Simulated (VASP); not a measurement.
A run of VASP 6.6.1:

INCAR

```
PREC = Accurate
ENCUT = 500
EDIFF = 1E-6
ISMEAR = -1
SIGMA = 0.1
LREAL = False
LASPH = True
NELM = 120
ALGO = Normal
ISIF = 2
LWAVE = False
LCHARG = False
GGA = CA
NBANDS = 13
GGA_COMPAT = False
```

File KPOINTS:

```
Automatic mesh
0
Gamma
  11 11 9
```

File POSCAR:

```
W
1.0
    3.0200000000      0.0000000000      0.0000000000
   -1.5100000000      2.6153970000      0.0000000000
    0.0000000000      0.0000000000      3.0500000000
W
1
Direct
    0.0000000000      0.0000000000      0.0000000000
```

Potentials or basis: VASP PAW LDA potentials, release 64 (W_sv).

Launch:

```console
$ cat potpaw_LDA.64/W_sv/POTCAR > POTCAR
$ mpirun -np 1 vasp_std > vasp.out
```

Hardware: 1 thread of Intel Xeon 8259CL, on a shared host.

Question: How long does it take, and how much memory?

Answer: Run time: 22 s on 1 thread of Intel Xeon 8259CL, with other jobs on the host, peak memory 0.14 GiB. Counts: scf iterations 11, k points 80.
